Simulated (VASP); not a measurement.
Set up this calculation in VASP 6.6.1, as the native input.

```
Task                   : single point
Functional             : PBE
Potentials or basis    : VASP PAW PBE potentials, release 64 (K_sv, Cl)
Cutoff                 : 520 eV
k mesh                 : 6 × 6 × 4
Occupations            : gaussian, width 0.02 eV
Spin                   : no spin polarisation
Dipole correction      : no
Further INCAR settings : ALGO = Normal; EDIFF = 1e-06; NBANDS = 24
```

The structure of KCl lies in POSCAR:

```
KCl
1.0
    5.3916900130      0.0000000000      0.0000000000
   -2.6958450065      4.6693405206      0.0000000000
    0.0000000000      0.0000000000      6.3209147247
K Cl
2 2
Direct
    0.6666666667      0.3333333333      0.9374849816
    0.3333333333      0.6666666667      0.4374849816
    0.6666666667      0.3333333333      0.4375150184
    0.3333333333      0.6666666667     -0.0624849816
```

One way to write it, as run:

INCAR

```
SYSTEM = KCl
PREC = Accurate
ENCUT = 520
EDIFF = 1E-6
ISMEAR = 0
SIGMA = 0.02
LREAL = .FALSE.
LASPH = .TRUE.
NELM = 60
ALGO = Normal
ISIF = 2
LWAVE = .FALSE.
LCHARG = .FALSE.
GGA = PE
NBANDS = 24
```

KPOINTS

```
Automatic mesh
0
G
  6 6 4
  0 0 0
```

Potentials or basis: VASP PAW PBE potentials, release 64 (K_sv, Cl).

Command:

```console
$ cat potpaw_PBE.64/K_sv/POTCAR potpaw_PBE.64/Cl/POTCAR > POTCAR
$ mpirun -np 1 vasp_std > vasp.out
```

Results of the run:

```yaml
Pressure: 0.0 GPa
Band_gap_on_the_k_mesh: 4.71 eV, direct
```

Run time: 39 s on 1 thread of AMD EPYC 9R45 96-Core Processor (Zen 5), on a shared host, peak memory 0.24 GiB.
